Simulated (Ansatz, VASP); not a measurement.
One calculation of Rh, two programs

Contents of INCAR:

```
SYSTEM = Rh
ALGO = Fast
EDIFF = 1E-6
ENCUT = 520
GGA = PS
ISIF = 2
ISMEAR = 0
LASPH = .True.
LCHARG = .False.
LREAL = .False.
LWAVE = .False.
NBANDS = 14
NELM = 80
PREC = Accurate
SIGMA = 0.15
```

KPOINTS

```
k-points
0
Gamma
  22 22 22
  0 0 0
```

Contents of POSCAR:

```
Rh
1.0
    0.0000000000      1.8064725000      1.9966275000
    1.8064725000      0.0000000000      1.9966275000
    1.8064725000      1.8064725000      0.0000000000
Rh
1
Direct
    0.0000000000      0.0000000000      0.0000000000
```

Input for Ansatz:

```yaml
crystal:
  lattice:
    - [0.0, 1.8064725, 1.9966275]
    - [1.8064725, 0.0, 1.9966275]
    - [1.8064725, 1.8064725, 0.0]
  atoms:
    - { symbol: Rh, position: [0.0, 0.0, 0.0] }
basis:
  ecutwfc: 420
kpoints:
  mp_grid: { grid: [22, 22, 22] }
hamiltonian:
  xc: pbesol
scf:
  occupations: { method: gaussian, width: 0.15 }
output:
  forces: true
  stress: true
  eigenvalues: true
```

Change from the starting cell: strain -0.050 along x and y, +0.050 along z, atoms carried along.

Alike in both runs: task single point; functional PBEsol; k mesh 22 × 22 × 22; occupations gaussian, width 0.15 eV; no spin polarisation.

|  | VASP | Ansatz |
| --- | --- | --- |
| version | VASP 6.6.1 | Ansatz 0.2.0 |
| potentials or method | VASP PAW PBE potentials, release 64 (Rh_pv), cutoff 520 eV | scalar-relativistic, plane waves, PAW |
| valence electrons in the cell | 15 | 17 |

```tsv
	VASP	Ansatz	Ansatz less VASP
gap on the k mesh at the Fermi level (eV)	none	none	-
pressure (GPa)	13.4	13.5	+0.12
traceless stress, the component that is largest in VASP (GPa)	-20.08	-20.13	-0.044
```

VASP's potentials were made for PBE, not for PBEsol. A gap of «none» marks a metal or a gap that the smearing closes. The functional is the same, so the differences come from potentials, cutoffs and numerics. VASP's potentials hold 15 valence electrons a cell and Ansatz's 17, so a difference there can come from the potentials and not from the codes.
